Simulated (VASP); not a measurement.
C, 3 atoms in the cell. The structure is hexagonal, space group P6/mmm (No. 191). Conventional cell: a = 6.463 Å, b = 6.463 Å, c = 1.230 Å, α = 90.00°, β = 90.00°, γ = 120.00°. Within 1.6 Å of C (site symmetry 6/mmm) lie 2 C at 1.23 Å. C (site symmetry -6m2) has 2 C at 1.23 Å within 1.6 Å.  This cell differs from its parent crystal: volume scaled by 0.88.

```yaml
Program: VASP 6.6.1
Task: single point
Functional: BLYP
Potentials_or_basis: VASP PAW PBE potentials, release 64 (C)
Cutoff: 520 eV
k_mesh: 6 × 6 × 27
Occupations: fermi-dirac, width 0.1 eV
Spin: no spin polarisation
Dipole_correction: no
Further_INCAR_settings: ALGO = Normal; EDIFF = 1e-06; NBANDS = 13
```

Potentials or basis: VASP PAW PBE potentials, release 64 (C).

Run with:

```bash
$ cat potpaw_PBE.64/C/POTCAR > POTCAR
$ mpirun -np 1 vasp_std > vasp.out
```

Hardware: 1 thread of AMD EPYC 9R14 (Zen 4), with other jobs on the host.

Problem. How long does it take, and how much memory?

Solution. Run time: 32 s on 1 thread of AMD EPYC 9R14 (Zen 4), on a shared host, peak memory 0.15 GiB. Counts: scf iterations 13, k points 98.
